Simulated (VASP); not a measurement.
# Hf2Si (I4/mcm) in VASP: relaxation of cell and atoms with PBEsol

Aim: the relaxation of cell and atoms of Hf2Si with PBEsol.

All numbers are computed with VASP 6.6.1; they aren't measurements. Logs are shortened: lines on timing, memory, paths and dates and some standing lists are left out, and cuts for length are marked.

## Step 1: The cell of the first run

Symmetry: I4/mcm, No. 140, tetragonal system. The conventional cell has a = 6.584 Å, b = 6.584 Å, c = 5.193 Å, α = 90.00°, β = 90.00°, γ = 90.00°. Within 3.7 Å of Hf (site symmetry m2m) lie 4 Si at 2.80 Å and 11 Hf at 2.92 to 3.51 Å. Within 3.4 Å of Si (site symmetry 422) lie 2 Si at 2.60 Å and 8 Hf at 2.80 Å.

## Step 2: Relaxation of cell and atoms, PBEsol

Input file INCAR:

```
PREC     = Accurate       # precision mode
ENCUT    = 600            # plane-wave cutoff, eV
EDIFF    = 1E-6           # SCF threshold, eV
ISMEAR   = 0              # smearing method
SIGMA    = 0.1            # smearing width, eV
LREAL    = False          # projectors in reciprocal space
LASPH    = True           # aspherical terms in the spheres
NELM     = 80             # most SCF steps
ALGO     = Fast           # electronic algorithm
ISIF     = 3              # what is computed and relaxed
LWAVE    = False          # write WAVECAR
LCHARG   = False          # write CHGCAR
GGA      = PS             # functional
IBRION   = 2              # ionic algorithm
NSW      = 70             # ionic steps
EDIFFG   = -0.005         # ionic threshold
```

Input file KPOINTS:

```
Automatic mesh
0
Gamma
  10 10 10
```

Input file POSCAR:

```
Hf2Si
1.0
   -3.2918787595      3.2918787595      2.5965750962
    3.2918787595     -3.2918787595      2.5965750962
    3.2918787595      3.2918787595     -2.5965750962
Hf Si
4 2
Direct
    0.8431026420      0.6568973580      0.5000000000
    0.3431026420      0.8431026420      0.1862052839
    0.1568973580      0.3431026420      0.5000000000
    0.6568973580      0.1568973580      0.8137947161
    0.7500000000      0.7500000000      0.0000000000
    0.2500000000      0.2500000000      0.0000000000
```

Potentials or basis: VASP PAW PBE potentials, release 64 (Hf_pv, Si).

Launch:

```console
cat potpaw_PBE.64/Hf_pv/POTCAR potpaw_PBE.64/Si/POTCAR > POTCAR
mpirun -np 1 vasp_std > vasp.out
```

OUTCAR:

```text
PREC = Accurate
   ENCUT = 600
   EDIFF = 1E-6
   ISMEAR = 0
   LREAL = False
   LASPH = True
   NELM = 80
   ISIF = 3
   GGA = PS
   IBRION = 2
   NSW = 70
   EDIFFG = -0.005

 ion  position               nearest neighbor table
   1  0.843  0.657  0.500-   6 2.80   6 2.80   5 2.80   5 2.80   3 2.92   3 3.12   3 3.12   4 3.32
                             2 3.32   4 3.32   2 3.32   4 3.51   2 3.51   2 3.51   4 3.51
   2  0.343  0.843  0.186-   5 2.80   6 2.80   6 2.80   5 2.80   4 2.92   4 3.12   4 3.12   1 3.32
                             3 3.32   3 3.32   1 3.32   1 3.51   3 3.51   1 3.51   3 3.51
   3  0.157  0.343  0.500-   5 2.80   5 2.80   6 2.80   6 2.80   1 2.92   1 3.12   1 3.12   4 3.32
                             2 3.32   4 3.32   2 3.32   4 3.51   2 3.51   4 3.51   2 3.51
   4  0.657  0.157  0.814-   5 2.80   6 2.80   6 2.80   5 2.80   2 2.92   2 3.12   2 3.12   1 3.32
                             3 3.32   3 3.32   1 3.32   1 3.51   3 3.51   1 3.51   3 3.51
   5  0.750  0.750  0.000-   6 2.60   6 2.60   2 2.80   4 2.80   4 2.80   2 2.80   3 2.80   3 2.80
                             1 2.80   1 2.80
   6  0.250  0.250  0.000-   5 2.60   5 2.60   2 2.80   4 2.80   4 2.80   2 2.80   1 2.80   1 2.80
                             3 2.80   3 2.80

  LATTYP: Found a body centered tetragonal cell.
 ALAT       =     6.5837575190
 C/A-ratio  =     0.7887821168

  Lattice vectors:

 A1 = (  -3.2918787595,   3.2918787595,   2.5965750962)
 A2 = (   3.2918787595,  -3.2918787595,   2.5965750962)
 A3 = (   3.2918787595,   3.2918787595,  -2.5965750962)

Analysis of symmetry for initial positions (statically):
=====================================================================
 Subroutine PRICEL returns:
 Original cell was already a primitive cell.

 Routine SETGRP: Setting up the symmetry group for a
 body centered tetragonal supercell.

 Subroutine GETGRP returns: Found 16 space group operations
 (whereof  8 operations were pure point group operations)
 out of a pool of 16 trial point group operations.

The static configuration has the point symmetry C_4h.
 The point group associated with its full space group is D_4h.

Analysis of symmetry for dynamics (positions and initial velocities):
=====================================================================
 Subroutine PRICEL returns:
 Original cell was already a primitive cell.

 Routine SETGRP: Setting up the symmetry group for a
 body centered tetragonal supercell.

 Subroutine GETGRP returns: Found 16 space group operations
 (whereof  8 operations were pure point group operations)
 out of a pool of 16 trial point group operations.

The dynamic configuration has the point symmetry C_4h.
 The point group associated with its full space group is D_4h.

 Subroutine INISYM returns: Found 16 space group operations
 (whereof  8 operations are pure point group operations),
 and found     1 'primitive' translations

----------------------------------------------------------------------------------------

                                     Primitive cell

  volume of cell :     112.5508

  direct lattice vectors                    reciprocal lattice vectors
    -3.291878759  3.291878759  2.596575096     0.000000000  0.151888947  0.192561348
     3.291878759 -3.291878759  2.596575096     0.151888947  0.000000000  0.192561348
     3.291878759  3.291878759 -2.596575096     0.151888947  0.151888947  0.000000000

  length of vectors
     5.330584749  5.330584749  5.330584749     0.245255224  0.245255224  0.214803409

  position of ions in fractional coordinates (direct lattice)
     0.843102642  0.656897358  0.500000000
     0.343102642  0.843102642  0.186205284
     0.156897358  0.343102642  0.500000000
     0.656897358  0.156897358  0.813794716
     0.750000000  0.750000000  0.000000000
     0.250000000  0.250000000  0.000000000

  ion indices of the primitive-cell ions
   primitive index   ion index
                 1           1
                 2           2
                 3           3
                 4           4
                 5           5
                 6           6

----------------------------------------------------------------------------------------

 KPOINTS: Automatic mesh

Automatic generation of k-mesh.
 Grid dimensions read from file:
 generate k-points for:   10   10   10

 Generating k-lattice:

  Cartesian coordinates                     Fractional coordinates (reciprocal lattice)
     0.000000000  0.015188895  0.019256135     0.100000000  0.000000000 -0.000000000
     0.015188895  0.000000000  0.019256135     0.000000000  0.100000000 -0.000000000
     0.015188895  0.015188895  0.000000000     0.000000000  0.000000000  0.100000000

  Length of vectors
     0.024525522  0.024525522  0.021480341

  Shift w.r.t. Gamma in fractional coordinates (k-lattice)
     0.000000000  0.000000000  0.000000000

 Subroutine IBZKPT returns following result:
 ===========================================

 Found    102 irreducible k-points:

 Following reciprocal coordinates:
            Coordinates               Weight
  0.000000  0.000000  0.000000      1.000000
  0.100000  0.000000 -0.000000      8.000000
  0.200000  0.000000 -0.000000      8.000000
  0.300000  0.000000  0.000000      8.000000
  0.400000  0.000000  0.000000      8.000000
  0.500000  0.000000  0.000000      4.000000
[... 16 lines left out ...]
  0.300000  0.300000  0.000000      8.000000
  0.400000  0.300000  0.000000     16.000000
 [... further k-points ...]
   k-points           NKPTS =    102   k-points in BZ     NKDIM =    102   number of bands    NBANDS=     28
   number of dos      NEDOS =    301   number of ions     NIONS =      6
   total plane-waves  NPLWV = 110592
   dimension x,y,z NGX =    48 NGY =   48 NGZ =   48
   dimension x,y,z NGXF=    96 NGYF=   96 NGZF=   96
   ions per type =               4   2
   NGX,Y,Z   is equivalent  to a cutoff of  14.97, 14.97, 14.97 a.u.
   NGXF,Y,Z  is equivalent  to a cutoff of  29.94, 29.94, 29.94 a.u.
 SYSTEM =  unknown system
   PREC   = accura    normal or accurate (medium, high low for compatibility)
   ISTART =      0    job   : 0-new  1-cont  2-samecut
   ICHARG =      2    charge: 1-file 2-atom 10-const
   ISPIN  =      1    spin polarized calculation?
   LNONCOLLINEAR =      F non collinear calculations
   LSORBIT =      F    spin-orbit coupling
   LASPH  =      T    aspherical Exc in radial PAW
   ENCUT  =  600.0 eV  44.10 Ry    6.64 a.u.  10.65 10.65 10.65*2*pi/ulx,y,z
   NELM   =     80;   NELMIN=  2; NELMDL= -5     # of ELM steps
   EDIFF  = 0.1E-05   stopping-criterion for ELM
   LREAL  =      F    real-space projection
   EDIFFG = -.5E-02   stopping-criterion for IOM
   NSW    =     70    number of steps for IOM
   IBRION =      2    ionic relax: 0-MD 1-quasi-New 2-CG
   NFREE  =      1    steps in history (QN), initial steepest desc. (CG)
   ISIF   =      3    stress and relaxation
   ISYM   =      2    0-nonsym 1-usesym 2-fastsym
   POTIM  = 0.5000    time-step for ionic-motion
   TEBEG  =    0.0;   TEEND  =   0.0 temperature during run
   PSTRESS=    0.0 pullay stress
   NELECT =      48.0000    total number of electrons
   NUPDOWN=      -1.0000    fix difference up-down
   EMIN   =  10.00;   EMAX   =-10.00  energy-range for DOS
   EFERMI =   0.00;   METHOD = LEGACY
   ISMEAR =     0;   SIGMA  =   0.10  broadening in eV -4-tet -1-fermi 0-gaus
   EFERMI_NEDOS =   21; number of points for ismear=-14 and -15
   IALGO  =     68    algorithm
   IMIX   =      4    mixing-type and parameters
     AMIX     =   0.40;   BMIX     =  1.00
     AMIX_MAG =   1.60;   BMIX_MAG =  1.00
  volume/ion in A,a.u.               =      18.76       126.59
  Fermi-wavevector in a.u.,A,eV,Ry     =   1.232270  2.328652 20.660288  1.518488
  Thomas-Fermi vector in A             =   2.367046
   LORBIT       =      0    0 simple, 1 ext, 2 COOP (PROOUT), +10 PAW based schemes
   GGA     = PS    functional components
   LHFCALC =     F    Hartree Fock is set to
   AEXX    =    0.0000 exact exchange contribution
   IVDW    =     0    specifies the selected vdW correction
   LEPSILON=     F    determine dielectric tensor
   LRPA    =     F    only Hartree local field effects (RPA)
 conjugate gradient relaxation of ions
 non-spin polarized calculation
 RMM-DIIS sequential band-by-band and
 Gauss-broadening in eV      SIGMA  =   0.10
  energy-cutoff  :      600.00
  volume of cell :      112.55
 maximum number of plane-waves:      3778
 NGX is ok and might be reduce to    48
   NGX = 21   NGY = 21   NGZ = 21

--------------------------------------- Ionic step        1  -------------------------------------------

 number of electron      48.0000001 magnetization

 Free energy of the ion-electron system (eV)
  ---------------------------------------------------
  ext. energy  EPLUGINS =         0.00000000
  ---------------------------------------------------
  free energy    TOTEN  =       -58.24979640 eV

  energy without entropy =      -58.23782075  energy(sigma->0) =      -58.24380858

------------------------ aborting loop because EDIFF is reached ----------------------------------------

  FORCE on cell =-STRESS in cart. coord.  units (eV):
  Direction    XX          YY          ZZ          XY          YZ          ZX
  --------------------------------------------------------------------------------------
  -------------------------------------------------------------------------------------
  Total       -3.3185564     -3.3185564     -3.2012973      0.0000000     -0.0000000      0.0000000
  in kB      -47.2401478    -47.2401478    -45.5709462      0.0000000     -0.0000000      0.0000000
  external PRESSURE =     -46.6837473 kB  Pullay stress =       0.0000000 kB
[... 101 lines left out ...]
  FREE ENERGIE OF THE ION-ELECTRON SYSTEM (eV)
  ---------------------------------------------------
  free  energy   TOTEN  =       -58.3047133880 eV

  energy  without entropy=      -58.2930413228  energy(sigma->0) =      -58.29887736

[... ionic steps 4 to 9 ...]

--------------------------------------- Ionic step       10  -------------------------------------------

 number of electron      48.0000000 magnetization

------------------------ aborting loop because EDIFF is reached ----------------------------------------
[... 75 lines left out ...]
--------------------------------------- Ionic step       12  -------------------------------------------

 number of electron      48.0000000 magnetization

 Free energy of the ion-electron system (eV)
  ---------------------------------------------------
  ext. energy  EPLUGINS =         0.00000000
  ---------------------------------------------------
  free energy    TOTEN  =       -58.30486256 eV

  energy without entropy =      -58.29326160  energy(sigma->0) =      -58.29906208

 E-fermi :   6.1080     XC(G=0): -11.7293

 val. band max:        6.1077252763   @ k =   0.2000   0.2000   0.2000
 cond. band min:       6.1085813126   @ k =   0.4000   0.2000   0.1000
 fundamental gap:      0.0008560364
 Fermi energy:         6.1079843348

 k-point     1 :       0.0000    0.0000    0.0000
  band No.  band energies     occupation
      1     -24.1121      2.00000
      2     -24.1008      2.00000
      3     -23.9786      2.00000
      4     -23.9786      2.00000
      5     -23.9447      2.00000
      6     -23.9447      2.00000
[... 733 lines left out ...]
     27       7.9729      0.00000
     28       8.4383      0.00000

 [... further k-points ...]

------------------------ aborting loop because EDIFF is reached ----------------------------------------

  FORCE on cell =-STRESS in cart. coord.  units (eV):
  Direction    XX          YY          ZZ          XY          YZ          ZX
  --------------------------------------------------------------------------------------
  -------------------------------------------------------------------------------------
  Total       -0.0096157     -0.0096157     -0.0270526      0.0000000     -0.0000000      0.0000000
  in kB       -0.1414657     -0.1414657     -0.3979981      0.0000000     -0.0000000      0.0000000
  external PRESSURE =      -0.2269765 kB  Pullay stress =       0.0000000 kB
[... 21 lines left out ...]
  FREE ENERGIE OF THE ION-ELECTRON SYSTEM (eV)
  ---------------------------------------------------
  free  energy   TOTEN  =       -58.3048625579 eV

  energy  without entropy=      -58.2932615961  energy(sigma->0) =      -58.29906208

 reached required accuracy - stopping structural energy minimisation
```

Run time: 60 min. Hardware: 1 thread of Intel Xeon 8259CL, shared host; peak memory 0.53 GiB.

What came out:

```
Free energy                           : -58.3049 eV
Relaxed volume                        : 18.15 Å³/atom
Relaxed cell                          : a = 5.272 Å, b = 5.272 Å, c = 5.272 Å, α = 103.76°, β = 103.76°, γ = 121.63°
Space group after relaxing (to 0.1 Å) : I4/mcm (No. 140)
Energy gained by relaxing             : 9.2 meV/atom
Ionic steps                           : 12
Pressure after relaxing               : 0.0 GPa
Band gap on the k mesh                : zero (bands 24 and 25 overlap by 0.81 eV)
```

Forces in eV/Å, atoms in the order of the input:
```
Hf  -0.002  0.002  0.000
Hf   0.002  0.002  0.000
Hf   0.002 -0.002  0.000
Hf  -0.002 -0.002  0.000
Si   0.000  0.000  0.000
Si   0.000  0.000  0.000
```

Step by step:
| step | energy change (eV) | largest force (eV/Å) | pressure (GPa) | volume (Å³) |
| --- | --- | --- | --- | --- |
| 1 | 0.0000 | 0.0181 | -4.67 | 112.55 |
| 2 | 0.0624 | 0.0594 | 7.80 | 103.88 |
| 3 | -0.0549 | 0.0298 | -0.05 | 108.93 |
| 4 | -0.0549 | 0.0302 | 0.03 | 108.86 |
| 5 | -0.0551 | 0.0057 | 0.04 | 108.86 |
| 6 | -0.0550 | 0.0083 | 0.04 | 108.86 |
| 7 | -0.0551 | 0.0028 | 0.05 | 108.86 |
| 8 | -0.0551 | 0.0052 | 0.05 | 108.86 |
| 9 | -0.0551 | 0.0060 | 0.04 | 108.86 |
| 10 | -0.0551 | 0.0045 | 0.04 | 108.86 |
| 11 | -0.0551 | 0.0002 | -0.04 | 108.93 |
| 12 | -0.0551 | 0.0023 | -0.02 | 108.90 |

Final structure:
```
Hf Si
1.0
    -3.25438    3.25438    2.57065
     3.25438   -3.25438    2.57065
     3.25438    3.25438   -2.57065
Hf Si
4 2
Direct
  0.84331 0.65669 0.50000
  0.34331 0.84331 0.18662
  0.15669 0.34331 0.50000
  0.65669 0.15669 0.81338
  0.75000 0.75000 0.00000
  0.25000 0.25000 0.00000
```

Levels at points of the mesh, in eV from the Fermi level:
```tsv
k point	band 20	band 21	band 22	band 23	band 24	band 25	band 26	band 27	band 28
(0.00, 0.00, 0.00)	-1.38	-1.29	-1.29	-1.01	-0.90	2.06	2.08	2.10	2.58
(0.50, 0.00, 0.00)	-1.11	-0.74	-0.74	-0.53	-0.53	0.21	0.21	1.99	1.99
(0.50, 0.50, 0.00)	-2.18	-1.46	-1.09	-0.64	-0.41	1.31	1.37	1.68	2.15
(0.50, 0.50, 0.50)	-2.05	-0.90	-0.45	0.02	0.33	0.37	0.37	1.33	1.44
```

Caveat: the PAW data sets were made with another functional, which shifts forces and pressure a little; spin-orbit coupling is left out, which moves the levels of the heavy elements.
